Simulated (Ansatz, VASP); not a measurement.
Lu: VASP beside Ansatz

```
Lu
1.0
     5.21742    0.00000    0.00000
    -2.60871    4.51842    0.00000
     0.00000    0.00000    3.25587
Lu
3
Cartesian
  0.0000 0.0000 0.0000
  0.0000 3.0123 1.6279
  2.6087 1.5061 1.6279
```

Change from the starting cell: volume scaled by 0.88, PAW files.

Alike in both runs: task single point; functional PBE; k mesh 7 × 7 × 10; occupations fermi-dirac, width 0.1 eV; no spin polarisation.

```csv
,VASP,Ansatz
version,VASP 6.6.1,Ansatz 0.2.0
potentials or method,"VASP PAW PBE potentials, release 64 (Lu)","PAW with Ansatz's default frozen-core files, scalar-relativistic"
plane-wave cutoff (eV),520,420
valence electrons in the cell,75,75
```

```tsv
	VASP	Ansatz	Ansatz less VASP
pressure (GPa)	7.5	6.9	-0.66
```

The functional is the same, so the differences come from potentials, cutoffs and numerics.

Spin-orbit coupling is off throughout.
